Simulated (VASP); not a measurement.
Here is a VASP 6.6.1 calculation.

Contents of INCAR:

```
SYSTEM = Cu3Pt
ALGO     = Normal         ! electronic algorithm
EDIFF    = 1E-8           ! SCF threshold, eV
ENCUT    = 520            ! plane-wave cutoff, eV
GGA      = CA             ! functional
ISIF     = 2              ! what is computed and relaxed
ISMEAR   = -1             ! smearing method
LASPH    = .TRUE.         ! aspherical terms in the spheres
LCHARG   = .FALSE.        ! write CHGCAR
LEFG     = .TRUE.       
LREAL    = .FALSE.        ! projectors in reciprocal space
LWAVE    = .FALSE.        ! write WAVECAR
NBANDS   = 30             ! bands
NELM     = 80             ! most SCF steps
PREC     = Accurate       ! precision mode
SIGMA    = 0.05           ! smearing width, eV
```

File KPOINTS:

```
k-points
0
G
  9 9 9
  0 0 0
```

The input POSCAR:

```
Cu3Pt
1.0
    3.6598587183      0.0000000000      0.0000000000
    0.0000000000      3.6598587183      0.0000000000
    0.0000000000      0.0000000000      3.6598587183
Cu Pt
3 1
Direct
    0.0000000000      0.5000000000      0.5000000000
    0.5000000000      0.0000000000      0.5000000000
    0.5000000000      0.5000000000      0.0000000000
    0.0000000000      0.0000000000      0.0000000000
```

Potentials or basis: VASP PAW LDA potentials, release 64 (Cu, Pt).

The run is started by

```console
$ cat potpaw_LDA.64/Cu/POTCAR potpaw_LDA.64/Pt/POTCAR > POTCAR
$ mpirun -np 1 vasp_std > vasp.out
```

Task: Estimate the pressure.

Result: -4.2 GPa.

Electric field gradients, principal values (V/Å²):
```
atom    least   middle  greatest (by size)
1 Cu  -15.229  -15.229              30.458
2 Cu  -15.229  -15.229              30.458
3 Cu  -15.229  -15.229              30.458
4 Pt    0.000    0.000               0.000
```

Caveat: without QUAD_EFG the Cq values of the log hold for a quadrupole moment of 1 mb, not for the nuclei.
